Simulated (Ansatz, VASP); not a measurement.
AlN: VASP beside Ansatz

```xyz
2
Lattice="0.0000 2.1777 2.1777 2.1777 0.0000 2.1777 2.1777 2.1777 0.0000" Properties=species:S:1:pos:R:3 pbc="T T T"
Al    0.0000    0.0000    0.0000
N     1.0889    1.0889    1.0889
```

Alike in both runs: task single point; functional PBEsol; k mesh 8 × 8 × 8; no spin polarisation.

|  | VASP | Ansatz |
| --- | --- | --- |
| version | VASP 6.6.1 | Ansatz 0.2.0 |
| potentials or method | VASP PAW PBE potentials, release 64 (Al, N) | PAW with Ansatz's default frozen-core files, scalar-relativistic |
| plane-wave cutoff (eV) | 600 | 420 |
| occupations | gaussian, width 0.01 eV | fixed |
| valence electrons in the cell | 8 | 8 |

```tsv
	VASP	Ansatz	Ansatz less VASP
gap on the k mesh at the Fermi level (eV)	3.19	3.20	+0.009
pressure (GPa)	3.0	3.1	+0.15
```

VASP's potentials were made for PBE, not for PBEsol.
